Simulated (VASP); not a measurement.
**Al3Ni2: single point with r2SCAN**

Crystal: Al3Ni2.

```xyz
5
Lattice="4.1269 0.0000 0.0000 -2.0635 3.5740 0.0000 0.0000 0.0000 4.7740" Properties=species:S:1:pos:R:3 pbc="T T T"
Al    0.0000    0.0000    0.0000
Al    0.0000    2.3827    3.0937
Al    2.0635    1.1913    1.6803
Ni    0.0000    2.3827    0.6919
Ni    2.0635    1.1913    4.0821
```

This cell differs from its parent crystal: biaxial strain in the a-b plane: +3.0 %.

| Quantity | Value |
| --- | --- |
| Program | VASP 6.6.1 |
| Task | single point |
| Functional | r2SCAN |
| Potentials or basis | VASP PAW PBE potentials, release 64 (Al, Ni) |
| Cutoff | 520 eV |
| k mesh | 12 × 12 × 8 |
| Occupations | gaussian, width 0.1 eV |
| Spin | no spin polarisation |

```json
{
  "Pressure": "-5.1 GPa",
  "Largest force": "0.029 eV/Å",
  "Band gap on the k mesh": "zero (an odd number of electrons rules out a gap without spin polarisation)"
}
```

Forces in eV/Å, atoms in the order of the input:
```
Al   0.000  0.000  0.000
Al   0.000  0.000 -0.029
Al   0.000  0.000  0.029
Ni   0.000  0.000 -0.009
Ni   0.000  0.000  0.009
```

Stress tensor (GPa, compression positive):
```
-8.93  0.00  0.00
 0.00 -8.93  0.00
 0.00  0.00  2.66
```

Levels at points of the mesh, in eV from the Fermi level:
| k point | band 13 | band 14 | band 15 | band 16 | band 17 | band 18 |
| --- | --- | --- | --- | --- | --- | --- |
| (0.00, 0.00, 0.00) | -1.20 | 1.05 | 1.05 | 2.97 | 2.97 | 4.39 |
| (0.50, 0.00, 0.00) | -1.46 | -1.37 | -1.09 | 1.64 | 2.15 | 2.55 |
| (0.00, 0.00, 0.50) | 2.70 | 2.70 | 2.77 | 2.77 | 3.59 | 4.22 |
| (0.50, 0.00, 0.50) | -1.60 | -0.95 | -0.37 | 1.61 | 2.15 | 3.12 |

It took 6.2 min on 1 thread of Intel(R) Xeon(R) Platinum 8559C (Emerald Rapids), on a shared host, peak memory 0.31 GiB.

Caveat: the cell differs from its parent crystal (biaxial strain in the a-b plane: +3.0 %); the stress differs along the axes, from -9 to 3 GPa; the PAW data sets were made with another functional, which shifts forces and pressure a little. Spin polarisation is off, so any magnetic state and its effect on volume and gap are missing.
